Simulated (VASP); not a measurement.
# LiF3 (Im-3m) in VASP: relaxation of cell and atoms with PBE

Aim: the relaxation of cell and atoms of LiF3 with PBE.

Program: VASP 6.6.1. These are calculated values, not measurements. Logs are shortened: lines on timing, memory, paths and dates and some standing lists are left out, and cuts for length are marked.

### 1 The cell of the first run

Symmetry: Im-3m, No. 229, cubic system. Conventional cell: a = 4.497 Å, b = 4.497 Å, c = 4.497 Å, α = 90.00°, β = 90.00°, γ = 90.00°. Within 3.0 Å of Li (site symmetry m-3m) lie 6 F at 2.25 Å. Within 3.0 Å of F (site symmetry 4/mmm) lie 2 Li at 2.25 Å and 4 F at 2.25 Å.

The cell was generated, and may not be a known phase.

### 2 Relaxation of cell and atoms, PBE, collinear spin

File INCAR:

```
SYSTEM = LiF3
ALGO = Normal
EDIFF = 1E-7
EDIFFG = -0.04
ENCUT = 910
GGA = PE
GGA_COMPAT = .FALSE.
IBRION = 2
ISIF = 3
ISMEAR = 0
ISPIN = 2
LASPH = .TRUE.
LCHARG = .FALSE.
LORBIT = 11
LREAL = .FALSE.
LWAVE = .FALSE.
MAGMOM = 0 1 1 1
NELM = 200
NELMIN = 4
NSW = 90
PREC = Accurate
SIGMA = 0.1
```

File KPOINTS:

```
k-points
0
G
  6 6 6
  0 0 0
```

File POSCAR:

```
LiF3
1.0
   -2.2485383500      2.2485383500      2.2485383500
    2.2485383500     -2.2485383500      2.2485383500
    2.2485383500      2.2485383500     -2.2485383500
Li F
1 3
Direct
    0.0000000000      0.0000000000      0.0000000000
    0.0000000000      0.5000000000      0.5000000000
    0.5000000000      0.0000000000      0.5000000000
    0.5000000000      0.5000000000      0.0000000000
```

Potentials or basis: VASP PAW PBE potentials, release 64 (Li_sv, F_h).

The run is started by

```
> cat potpaw_PBE.64/Li_sv/POTCAR potpaw_PBE.64/F_h/POTCAR > POTCAR
> mpirun -np 1 vasp_std > vasp.out
```

OUTCAR:

```text
SYSTEM = LiF3
   EDIFF = 1E-7
   EDIFFG = -0.04
   ENCUT = 910
   GGA = PE
   IBRION = 2
   ISIF = 3
   ISMEAR = 0
   ISPIN = 2
   LASPH = .TRUE.
   LORBIT = 11
   LREAL = .FALSE.
   NELM = 200
   NELMIN = 4
   NSW = 90
   PREC = Accurate

 ion  position               nearest neighbor table
   1  0.000  0.000  0.000-
   2  0.000  0.500  0.500-
   3  0.500  0.000  0.500-
   4  0.500  0.500  0.000-

  LATTYP: Found a body centered cubic cell.
 ALAT       =     4.4970767000

  Lattice vectors:

 A1 = (  -2.2485383500,   2.2485383500,   2.2485383500)
 A2 = (   2.2485383500,  -2.2485383500,   2.2485383500)
 A3 = (   2.2485383500,   2.2485383500,  -2.2485383500)

Analysis of symmetry for initial positions (statically):
=====================================================================
 Subroutine PRICEL returns:
 Original cell was already a primitive cell.

 Routine SETGRP: Setting up the symmetry group for a
 body centered cubic supercell.

 Subroutine GETGRP returns: Found 48 space group operations
 (whereof 48 operations were pure point group operations)
 out of a pool of 48 trial point group operations.

The static configuration has the point symmetry O_h .

Analysis of symmetry for dynamics (positions and initial velocities):
=====================================================================
 Subroutine PRICEL returns:
 Original cell was already a primitive cell.

 Routine SETGRP: Setting up the symmetry group for a
 body centered cubic supercell.

 Subroutine GETGRP returns: Found 48 space group operations
 (whereof 48 operations were pure point group operations)
 out of a pool of 48 trial point group operations.

The dynamic configuration has the point symmetry O_h .

Analysis of structural, dynamic, and magnetic symmetry:
=====================================================================
 Subroutine PRICEL returns:
 Original cell was already a primitive cell.

 Routine SETGRP: Setting up the symmetry group for a
 body centered cubic supercell.

 Subroutine GETGRP returns: Found 48 space group operations
 (whereof 48 operations were pure point group operations)
 out of a pool of 48 trial point group operations.

The overall configuration has the point symmetry O_h .

 Subroutine INISYM returns: Found 48 space group operations
 (whereof 48 operations are pure point group operations),
 and found     1 'primitive' translations

----------------------------------------------------------------------------------------

                                     Primitive cell

  volume of cell :      45.4738

  direct lattice vectors                    reciprocal lattice vectors
    -2.248538350  2.248538350  2.248538350     0.000000000  0.222366677  0.222366677
     2.248538350 -2.248538350  2.248538350     0.222366677  0.000000000  0.222366677
     2.248538350  2.248538350 -2.248538350     0.222366677  0.222366677  0.000000000

  length of vectors
     3.894582665  3.894582665  3.894582665     0.314473970  0.314473970  0.314473970

  position of ions in fractional coordinates (direct lattice)
     0.000000000  0.000000000  0.000000000
     0.000000000  0.500000000  0.500000000
     0.500000000  0.000000000  0.500000000
     0.500000000  0.500000000  0.000000000

  ion indices of the primitive-cell ions
   primitive index   ion index
                 1           1
                 2           2
                 3           3
                 4           4

----------------------------------------------------------------------------------------

 KPOINTS: k-points

Automatic generation of k-mesh.
 Grid dimensions read from file:
 generate k-points for:    6    6    6

 Generating k-lattice:

  Cartesian coordinates                     Fractional coordinates (reciprocal lattice)
     0.000000000  0.037061113  0.037061113     0.166666667  0.000000000  0.000000000
     0.037061113  0.000000000  0.037061113     0.000000000  0.166666667  0.000000000
     0.037061113  0.037061113  0.000000000     0.000000000  0.000000000  0.166666667

  Length of vectors
     0.052412328  0.052412328  0.052412328

  Shift w.r.t. Gamma in fractional coordinates (k-lattice)
     0.000000000  0.000000000  0.000000000

 Subroutine IBZKPT returns following result:
 ===========================================

 Found     16 irreducible k-points:

 Following reciprocal coordinates:
            Coordinates               Weight
  0.000000  0.000000  0.000000      1.000000
  0.166667  0.000000  0.000000     12.000000
  0.333333  0.000000  0.000000     12.000000
  0.500000  0.000000  0.000000      6.000000
  0.166667  0.166667  0.000000     24.000000
  0.333333  0.166667 -0.000000     48.000000
[... 8 lines left out ...]
  0.500000  0.500000  0.333333     12.000000
  0.500000  0.500000  0.500000      1.000000
   k-points           NKPTS =     16   k-points in BZ     NKDIM =     16   number of bands    NBANDS=     18
   number of dos      NEDOS =    301   number of ions     NIONS =      4
   total plane-waves  NPLWV =  64000
   dimension x,y,z NGX =    40 NGY =   40 NGZ =   40
   dimension x,y,z NGXF=    80 NGYF=   80 NGZF=   80
   ions per type =               1   3
   NGX,Y,Z   is equivalent  to a cutoff of  17.07, 17.07, 17.07 a.u.
   NGXF,Y,Z  is equivalent  to a cutoff of  34.15, 34.15, 34.15 a.u.
 SYSTEM =  LiF3
   PREC   = accura    normal or accurate (medium, high low for compatibility)
   ISTART =      0    job   : 0-new  1-cont  2-samecut
   ICHARG =      2    charge: 1-file 2-atom 10-const
   ISPIN  =      2    spin polarized calculation?
   LNONCOLLINEAR =      F non collinear calculations
   LSORBIT =      F    spin-orbit coupling
   LASPH  =      T    aspherical Exc in radial PAW
   ENCUT  =  910.0 eV  66.88 Ry    8.18 a.u.   9.58  9.58  9.58*2*pi/ulx,y,z
   NELM   =    200;   NELMIN=  4; NELMDL= -5     # of ELM steps
   EDIFF  = 0.1E-06   stopping-criterion for ELM
   LREAL  =      F    real-space projection
   EDIFFG = -.4E-01   stopping-criterion for IOM
   NSW    =     90    number of steps for IOM
   IBRION =      2    ionic relax: 0-MD 1-quasi-New 2-CG
   NFREE  =      1    steps in history (QN), initial steepest desc. (CG)
   ISIF   =      3    stress and relaxation
   ISYM   =      2    0-nonsym 1-usesym 2-fastsym
   POTIM  = 0.5000    time-step for ionic-motion
   TEBEG  =    0.0;   TEEND  =   0.0 temperature during run
   PSTRESS=    0.0 pullay stress
   NELECT =      24.0000    total number of electrons
   NUPDOWN=      -1.0000    fix difference up-down
   EMIN   =  10.00;   EMAX   =-10.00  energy-range for DOS
   EFERMI =   0.00;   METHOD = LEGACY
   ISMEAR =     0;   SIGMA  =   0.10  broadening in eV -4-tet -1-fermi 0-gaus
   EFERMI_NEDOS =   21; number of points for ismear=-14 and -15
   IALGO  =     38    algorithm
   IMIX   =      4    mixing-type and parameters
     AMIX     =   0.40;   BMIX     =  1.00
     AMIX_MAG =   1.60;   BMIX_MAG =  1.00
  volume/ion in A,a.u.               =      11.37        76.72
  Fermi-wavevector in a.u.,A,eV,Ry     =   1.322995  2.500098 23.814500  1.750316
  Thomas-Fermi vector in A             =   2.452636
   LORBIT       =     11    0 simple, 1 ext, 2 COOP (PROOUT), +10 PAW based schemes
   GGA     = PE    functional components
   LHFCALC =     F    Hartree Fock is set to
   AEXX    =    0.0000 exact exchange contribution
   IVDW    =     0    specifies the selected vdW correction
   LEPSILON=     F    determine dielectric tensor
   LRPA    =     F    only Hartree local field effects (RPA)
 conjugate gradient relaxation of ions
 spin polarized calculation
 Gauss-broadening in eV      SIGMA  =   0.10
  energy-cutoff  :      910.00
  volume of cell :       45.47
 maximum number of plane-waves:      2899
 NGX is ok and might be reduce to    40
   NGX = 19   NGY = 19   NGZ = 19

--------------------------------------- Ionic step        1  -------------------------------------------

 number of electron      24.0000005 magnetization       2.0000138

 Free energy of the ion-electron system (eV)
  ---------------------------------------------------
  ext. energy  EPLUGINS =         0.00000000
  ---------------------------------------------------
  free energy    TOTEN  =       -12.17315749 eV

  energy without entropy =      -12.15301478  energy(sigma->0) =      -12.16308613

------------------------ aborting loop because EDIFF is reached ----------------------------------------

  FORCE on cell =-STRESS in cart. coord.  units (eV):
  Direction    XX          YY          ZZ          XY          YZ          ZX
  --------------------------------------------------------------------------------------
  -------------------------------------------------------------------------------------
  Total       -0.9093308     -0.9093308     -0.9093308     -0.0000000      0.0000000     -0.0000000
  in kB      -32.0384568    -32.0384568    -32.0384568     -0.0000000      0.0000000     -0.0000000
  external PRESSURE =     -32.0384568 kB  Pullay stress =       0.0000000 kB
[... 61 lines left out ...]
  energy  without entropy=      -12.1752939969  energy(sigma->0) =      -12.18525553

--------------------------------------- Ionic step        3  -------------------------------------------

 number of electron      24.0000014 magnetization       2.0000003

 Free energy of the ion-electron system (eV)
  ---------------------------------------------------
  ext. energy  EPLUGINS =         0.00000000
  ---------------------------------------------------
  free energy    TOTEN  =       -12.20124288 eV

  energy without entropy =      -12.18148616  energy(sigma->0) =      -12.19136452

 E-fermi :  -1.4553     XC(G=0):  -9.2196

 val. band max:       -1.4553537102   @ k =   0.3333   0.1667  -0.0000
 cond. band min:      -1.4346907759   @ k =  -0.3333   0.5000   0.1667
 fundamental gap:      0.0206629343
 Fermi energy:        -1.4552792506

 spin component 1

 k-point     1 :       0.0000    0.0000    0.0000
  band No.  band energies     occupation
      1     -44.0043      1.00000
      2     -23.9444      1.00000
      3     -22.1527      1.00000
      4     -22.1527      1.00000
      5      -5.7950      1.00000
      6      -5.7950      1.00000
[... 10 lines left out ...]
     17      13.8044      0.00000
     18      15.0568      0.00000
[... 297 lines left out ...]
      1     -44.0026      1.00000
      2     -23.2118      1.00000
      3     -23.2118      1.00000
      4     -21.7655      1.00000
      5      -6.4756      1.00000
      6      -6.4756      1.00000
[... 10 lines left out ...]
     17      11.9921      0.00000
     18      18.2447      0.00000
 Fermi energy:        -1.4552792506

 spin component 2

 k-point     1 :       0.0000    0.0000    0.0000
  band No.  band energies     occupation
      1     -44.0106      1.00000
      2     -22.7811      1.00000
      3     -20.8797      1.00000
      4     -20.8797      1.00000
      5      -4.4222      1.00000
      6      -4.4222      1.00000
[... 10 lines left out ...]
     17      13.8707      0.00000
     18      15.1593      0.00000
[... 344 lines left out ...]
  FREE ENERGIE OF THE ION-ELECTRON SYSTEM (eV)
  ---------------------------------------------------
  free  energy   TOTEN  =       -12.2012428801 eV

  energy  without entropy=      -12.1814861637  energy(sigma->0) =      -12.19136452

 reached required accuracy - stopping structural energy minimisation

 total charge

# of ion       s       p       d       tot
------------------------------------------
    1        1.999   0.022   0.000   2.022
    2        1.327   3.084   0.000   4.411
    3        1.327   3.084   0.000   4.411
    4        1.327   3.084   0.000   4.411
--------------------------------------------------
tot          5.979   9.275   0.000  15.254

 magnetization (x)

# of ion       s       p       d       tot
------------------------------------------
    1       -0.001  -0.001   0.000  -0.002
    2        0.008   0.495   0.000   0.503
    3        0.008   0.495   0.000   0.503
    4        0.008   0.495   0.000   0.503
--------------------------------------------------
tot          0.023   1.484   0.000   1.507
```

Run time: 1.8 min. Hardware: 1 thread of Intel Xeon Platinum 8375C at 2.90GHz (Ice Lake), shared host; peak memory 0.29 GiB.

Results:

- Free energy: -12.2012 eV
- Relaxed volume: 10.71 Å³/atom
- Relaxed cell: a = 3.818 Å, b = 3.818 Å, c = 3.818 Å, α = 109.47°, β = 109.47°, γ = 109.47°
- Space group after relaxing (to 0.1 Å): Im-3m (No. 229)
- Energy gained by relaxing: 7.0 meV/atom
- Ionic steps: 3
- Pressure after relaxing: -0.1 GPa
- Band gap on the k mesh: zero (filled and empty bands overlap)
- Net moment: 2.00 μB per cell
- Site moments: Li -0.00; F +0.50 μB
- Valence electrons inside the program's atomic spheres: Li 2.02; F 4.41

The path:
| step | energy change (eV) | largest force (eV/Å) | pressure (GPa) | volume (Å³) |
| --- | --- | --- | --- | --- |
| 1 | 0.0000 | 0.0000 | -3.20 | 45.47 |
| 2 | -0.0221 | 0.0000 | -1.54 | 43.99 |
| 3 | -0.0281 | 0.0000 | -0.10 | 42.84 |

Final structure:
```
CELL_PARAMETERS angstrom
-2.20424 2.20424 2.20424
2.20424 -2.20424 2.20424
2.20424 2.20424 -2.20424
ATOMIC_POSITIONS crystal
Li 0.00000 0.00000 0.00000
F 0.00000 0.50000 0.50000
F 0.50000 0.00000 0.50000
F 0.50000 0.50000 0.00000
```

Levels at points of the mesh, in eV from the Fermi level:
Spin up:
```csv
k point,band 11,band 12,band 13,band 14,band 15,band 16
"(0.00, 0.00, 0.00)",-0.56,-0.56,-0.56,8.29,15.26,15.26
"(0.50, 0.00, 0.00)",-2.29,-1.75,-0.57,10.86,12.17,13.42
"(0.50, 0.50, 0.50)",-0.54,-0.54,-0.54,13.01,13.45,13.45
```
Spin down:
| k point | band 7 | band 8 | band 9 | band 10 | band 11 | band 12 | band 13 | band 14 | band 15 | band 16 |
| --- | --- | --- | --- | --- | --- | --- | --- | --- | --- | --- |
| (0.00, 0.00, 0.00) | -2.97 | -1.91 | -1.91 | -1.91 | 1.13 | 1.13 | 1.13 | 8.50 | 15.33 | 15.33 |
| (0.50, 0.00, 0.00) | -2.05 | -1.64 | -1.27 | -1.07 | -1.05 | -0.67 | 1.15 | 11.14 | 12.43 | 13.54 |
| (0.50, 0.50, 0.50) | -3.94 | -1.38 | -1.38 | -1.38 | 1.17 | 1.17 | 1.17 | 13.08 | 13.77 | 13.77 |

The gap in the log of VASP goes by the Fermi energy; the results here count the filled bands.